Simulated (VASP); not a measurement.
## ZnS: single point with PBE

The system is ZnS.

```
Zn S
1.0
     5.44313    0.00000    0.00000
     0.00000    2.72156   -2.72156
     0.00000    8.05863    8.05863
Zn S
6 6
Direct
  0.50000 0.50000 0.08441
  0.00000 0.00000 0.25327
  0.50000 0.50000 0.42213
  0.00000 0.00000 0.59099
  0.50000 0.50000 0.75985
  0.00000 0.00000 0.92871
  0.75000 0.00000 0.42213
  0.25000 0.50000 0.59099
  0.75000 0.00000 0.75985
  0.25000 0.50000 0.92871
  0.75000 0.00000 0.08441
  0.25000 0.50000 0.25327
```

This cell differs from its parent crystal: the distance across one plane changed.

```yaml
Program: VASP 6.6.1
Task: single point
Functional: PBE
Potentials_or_basis: VASP PAW PBE potentials, release 64 (Zn, S)
Cutoff: 520 eV
k_mesh: 5 × 7 × 3
Occupations: gaussian, width 0.05 eV
Spin: no spin polarisation
```

```
Pressure               : 1.3 GPa
Largest force          : 0.854 eV/Å
Band gap on the k mesh : 2.04 eV
```

Forces on the atoms (eV/Å):
```
Zn   0.336  0.394  0.394
Zn   0.008  0.034  0.034
Zn  -0.013 -0.001 -0.001
Zn  -0.013  0.001  0.001
Zn   0.008 -0.034 -0.034
Zn   0.336 -0.394 -0.394
S    0.003 -0.010 -0.010
S    0.003  0.010  0.010
S    0.029 -0.076 -0.076
S   -0.364 -0.547 -0.547
S   -0.364  0.547  0.547
S    0.029  0.076  0.076
```

Stress tensor (GPa, compression positive):
```
1.17 0.00 0.00
0.00 1.37 1.02
0.00 1.02 1.37
```

Levels at points of the mesh, in eV from the valence-band top:
| k point | band 51 | band 52 | band 53 | band 54 | band 55 | band 56 | band 57 | band 58 |
| --- | --- | --- | --- | --- | --- | --- | --- | --- |
| (0.00, 0.00, 0.00) | -0.40 | -0.05 | -0.05 | 0.00 | 2.04 | 3.39 | 4.04 | 4.10 |

Wall time 11 min on 1 thread of Intel(R) Xeon(R) Platinum 8259CL CPU @ 2.50GHz (Skylake/Cascade Lake), with other jobs on the host, peak memory 0.47 GiB.

Caveat: the cell differs from its parent crystal (the distance across one plane changed).
